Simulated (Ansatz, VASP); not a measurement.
# One calculation of Cu2BiS2, two programs

```
CELL_PARAMETERS angstrom
0.00000 3.68484 0.00000
3.68484 0.00000 0.00000
1.84242 1.84242 -6.68046
ATOMIC_POSITIONS crystal
Bi 0.00000 0.00000 0.00000
Cu 0.75000 0.25000 0.50000
Cu 0.25000 0.75000 0.50000
S 0.36477 0.36477 0.27046
S 0.63523 0.63523 0.72954
```

Alike in both runs: functional PBE; k mesh 5 × 5 × 5; occupations fermi-dirac, width 0.0437 eV; no spin polarisation.

Ansatz relaxed the structure, and its values are those at the end. VASP's run is a single point on that final structure, the one shown.

|  | VASP | Ansatz |
| --- | --- | --- |
| version | VASP 6.6.1 | Ansatz 0.2.0 |
| potentials or method | VASP PAW PBE potentials, release 64 (Bi_d, Cu, S), cutoff 520 eV | PAW plane waves |
| valence electrons in the cell | 49 | 65 |

|  | VASP | Ansatz | Ansatz less VASP |
| --- | --- | --- | --- |
| gap on the k mesh at the Fermi level (eV) | none | none | - |
| pressure (GPa) | 0.0 | 0.0 | +0.02 |
| rms of the force components (eV/Å) | 0.005 | 0.001 | -0.0047 |

A gap of «none» marks a metal or a gap that the smearing closes. VASP's potentials hold 49 valence electrons a cell and Ansatz's 65, so a difference there can come from the potentials and not from the codes.

Neither program's run includes spin-orbit coupling.
